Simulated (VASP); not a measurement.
Wanted: the native input for a VASP 6.6.1 run.

```yaml
Task: electric field gradients
Functional: PBEsol
Potentials_or_basis: VASP PAW PBE potentials, release 64 (Si, C)
Cutoff: 520 eV
k_mesh: 15 × 15 × 8
Occupations: fermi-dirac, width 0.08 eV
Spin: no spin polarisation
Dipole_correction: no
Further_INCAR_settings: ALGO = Normal; EDIFF = 1e-08; NBANDS = 16
```

The structure of SiC lies in POSCAR:

```
SiC
1.0
    3.0759982064      0.0000000000      0.0000000000
   -1.5379991032      2.6638925888      0.0000000000
    0.0000000000      0.0000000000      4.9975200000
Si C
2 2
Direct
    0.3333333333      0.6666666667      0.0000000000
    0.6666666667      0.3333333333      0.5000000000
    0.3333333333      0.6666666667      0.3850000000
    0.6666666667      0.3333333333      0.8850000000
```

This cell differs from its parent crystal: zz strain of -1 %.

One way to write it, as run:

INCAR

```
PREC = Accurate ; ENCUT = 520
EDIFF = 1E-8 ; ISMEAR = -1
SIGMA = 0.08 ; LREAL = F
LASPH = T ; NELM = 60
ALGO = Normal ; ISIF = 2
LWAVE = F ; LCHARG = F
GGA = PS ; LEFG = T
NBANDS = 16
```

KPOINTS

```
Automatic mesh
0
Gamma
  15 15 8
```

Potentials or basis: VASP PAW PBE potentials, release 64 (Si, C).

Run with:

```sh
$ cat potpaw_PBE.64/Si/POTCAR potpaw_PBE.64/C/POTCAR > POTCAR
$ mpirun -np 1 vasp_std > vasp.out
```

It gave:

The pressure is 2.7 GPa. The largest force is 0.679 eV/Å and the band gap on the k mesh is 2.12 eV, indirect (least direct gap 3.89 eV).

Caveat: the cell differs from its parent crystal (zz strain of -1 %); without QUAD_EFG the Cq values of the log hold for a quadrupole moment of 1 mb, not for the nuclei; the PAW data sets were made with another functional, which shifts forces and pressure a little.

Wall time 28 s on 1 thread of Intel(R) Xeon(R) 6975P-C (Granite Rapids) (shared host), peak memory 0.2 GiB.
